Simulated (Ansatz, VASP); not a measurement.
One calculation of AlRu, two programs

```
Al Ru
1.0
     3.02152    0.00000    0.00000
     0.00000    3.02152    0.00000
     0.00000    0.00000    2.99160
Al Ru
1 1
Direct
  0.00000 0.00000 0.00000
  0.50000 0.50000 0.50000
```

Change from the starting cell: equal xx and yy strain of +1 %.

Alike in both runs: task single point; functional PBEsol; k mesh 12 × 12 × 12; occupations fermi-dirac, width 0.05 eV; no spin polarisation.

|  | VASP | Ansatz |
| --- | --- | --- |
| version | VASP 6.6.1 | Ansatz 0.2.0 |
| potentials or method | VASP PAW PBE potentials, release 64 (Al, Ru_pv), cutoff 520 eV | all-electron LAPW, scalar-relativistic |

Ansatz gave:

* pressure (GPa): -7.3
* traceless stress, the component that is largest in VASP (GPa): 1.11

Question: What did VASP give for the same quantities?

Answer: Pressure (GPa): -7.2; traceless stress, the component that is largest in VASP (GPa): 1.12.

VASP's potentials were made for PBE, not for PBEsol. Ansatz ran all-electron here, and VASP with PAW potentials.
